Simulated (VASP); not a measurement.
Input of a VASP 6.6.1 run:

Contents of INCAR:

```
PREC = Accurate
ENCUT = 520
EDIFF = 1E-8
ISMEAR = -1
SIGMA = 0.01
LREAL = False
LASPH = True
NELM = 80
ALGO = Normal
ISIF = 2
LWAVE = False
LCHARG = False
GGA = PE
LEFG = True
NBANDS = 27
```

KPOINTS

```
regular mesh
0
Gamma
  6 6 6
```

The input POSCAR:

```
Se
1.0
    5.6809998619      3.2799267995      1.4320401000
   -5.6809998619      3.2799267995      1.4320401000
    0.0000000000     -6.5598535991      1.4320401000
Se
6
Direct
    0.2806600000      0.1625100000      0.9181800000
    0.9181800000      0.2806600000      0.1625100000
    0.1625100000      0.9181800000      0.2806600000
    0.7193400000      0.8374900000      0.0818200000
    0.0818200000      0.7193400000      0.8374900000
    0.8374900000      0.0818200000      0.7193400000
```

Potentials or basis: VASP PAW PBE potentials, release 64 (Se).

The run is started by

```bash
$ cat potpaw_PBE.64/Se/POTCAR > POTCAR
$ mpirun -np 1 vasp_std > vasp.out
```

**Question.** Estimate the largest force.

**Answer.** 0.724 eV/Å.

**Question.** Predict the pressure.

**Answer.** 4.0 GPa.

**Question.** What does it give for the band gap on the k mesh?

**Answer.** 1.06 eV (least direct gap 1.30 eV).

Forces on the atoms (eV/Å):
```
Se   0.214  0.467  0.510
Se  -0.511 -0.049  0.510
Se   0.298 -0.419  0.510
Se  -0.214 -0.467 -0.510
Se   0.511  0.049 -0.510
Se  -0.298  0.419 -0.510
```

Caveat: the cell differs from its parent crystal (zz strain of -3 %); the cell stands under pressure; this functional lacks dispersion, which holds the molecules together, so the pressure and a relaxed volume are unreliable; without QUAD_EFG the Cq values of the log hold for a quadrupole moment of 1 mb, not for the nuclei. A k mesh can miss the band edges.
